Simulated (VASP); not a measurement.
**Ge3AsN: single point with PBE**

Ge3AsN:

```xyz
5
Lattice="4.4513 0.0000 0.0000 0.0000 4.4513 0.0000 0.0000 0.0000 4.4513" Properties=species:S:1:pos:R:3 pbc="T T T"
Ge    0.0000    2.2256    2.2256
Ge    2.2256    0.0000    2.2256
Ge    2.2256    2.2256    0.0000
As    0.0000    0.0000    0.0000
N     2.2256    2.2256    2.2256
```

```json
{
  "Program": "VASP 6.6.1",
  "Task": "single point",
  "Functional": "PBE",
  "Potentials or basis": "VASP PAW PBE potentials, release 64 (Ge_d, As, N)",
  "Cutoff": "520 eV",
  "k mesh": "8 × 8 × 8",
  "Occupations": "gaussian, width 0.1 eV",
  "Spin": "no spin polarisation",
  "Dipole correction": "no",
  "Further INCAR settings": "ALGO = Normal; EDIFF = 1e-06; NBANDS = 34"
}
```

```
Pressure               : 0.1 GPa
Band gap on the k mesh : zero (bands 26 and 27 overlap by 0.42 eV)
```

Levels at points of the mesh, in eV from the Fermi level:
```csv
k point,band 22,band 23,band 24,band 25,band 26,band 27,band 28,band 29,band 30,band 31
"(0.00, 0.00, 0.00)",-6.03,-5.31,-1.68,-1.68,-1.68,2.26,2.26,2.26,4.89,4.89
"(0.50, 0.00, 0.00)",-5.48,-2.41,-2.41,-0.15,0.14,0.97,1.44,1.44,2.39,3.15
"(0.50, 0.50, 0.00)",-2.28,-2.28,-1.70,-1.07,-0.03,-0.03,0.60,0.60,2.97,4.71
"(0.50, 0.50, 0.50)",-5.10,-5.10,0.18,0.18,0.18,2.05,4.19,4.19,4.19,4.99
```

It took 3.3 min on 1 thread of Oxide Virtual Turin-like Processor (shared host), peak memory 0.22 GiB.
